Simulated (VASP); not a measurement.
Wanted: the native input for a VASP 6.6.1 run.

| Item | Value |
| --- | --- |
| Task | relaxation of shape and atoms at fixed volume |
| Functional | PBE |
| Potentials or basis | VASP PAW PBE potentials, release 64 (Bi_d, N) |
| Cutoff | 600 eV |
| k mesh | 12 × 12 × 10 |
| Occupations | gaussian, width 0.05 eV |
| Spin | no spin polarisation |
| Dipole correction | no |
| Further INCAR settings | ALGO = Normal; EDIFF = 1e-07; IBRION = 2; EDIFFG = -0.01; NSW = 60; ISIF = 4 |

The structure of BiN lies in POSCAR:

```
BiN
1.0
    3.4377860354      0.0000000000      0.0000000000
   -1.7188930177      2.9772100395      0.0000000000
    0.0000000000      0.0000000000      3.2293440449
Bi N
1 1
Direct
    0.0000000000      0.0000000000      0.0000000000
    0.6666666667      0.3333333333      0.5000000000
```

This cell differs from its parent crystal: volume scaled by 0.960.

These files were run (other wordings do the same):

INCAR

```
SYSTEM = BiN
ALGO     = Normal         ! electronic algorithm
EDIFF    = 1E-7           ! SCF threshold, eV
EDIFFG   = -0.01          ! ionic threshold
ENCUT    = 600            ! plane-wave cutoff, eV
GGA      = PE             ! functional
IBRION   = 2              ! ionic algorithm
ISIF     = 4              ! what is computed and relaxed
ISMEAR   = 0              ! smearing method
LASPH    = .TRUE.         ! aspherical terms in the spheres
LCHARG   = .FALSE.        ! write CHGCAR
LREAL    = .FALSE.        ! projectors in reciprocal space
LWAVE    = .FALSE.        ! write WAVECAR
NELM     = 80             ! most SCF steps
NSW      = 60             ! ionic steps
PREC     = Accurate       ! precision mode
SIGMA    = 0.05           ! smearing width, eV
```

KPOINTS

```
k-points
0
G
  12 12 10
  0 0 0
```

Potentials or basis: VASP PAW PBE potentials, release 64 (Bi_d, N).

Command:

```sh
$ cat potpaw_PBE.64/Bi_d/POTCAR potpaw_PBE.64/N/POTCAR > POTCAR
$ mpirun -np 1 vasp_std > vasp.out
```

It gave:

The energy gained by relaxing is 0.1 meV/atom, the ionic steps are 2 and the pressure after relaxing is 4.7 GPa. The band gap on the k mesh is zero (band 10 reaches 9.87 eV, above the bottom of band 11 at 7.08 eV).

Caveat: spin-orbit coupling is left out, which moves the levels of the heavy elements.

It took 40 s on 1 thread of Intel(R) Xeon(R) 6975P-C (Granite Rapids), with other jobs on the host, peak memory 0.2 GiB.
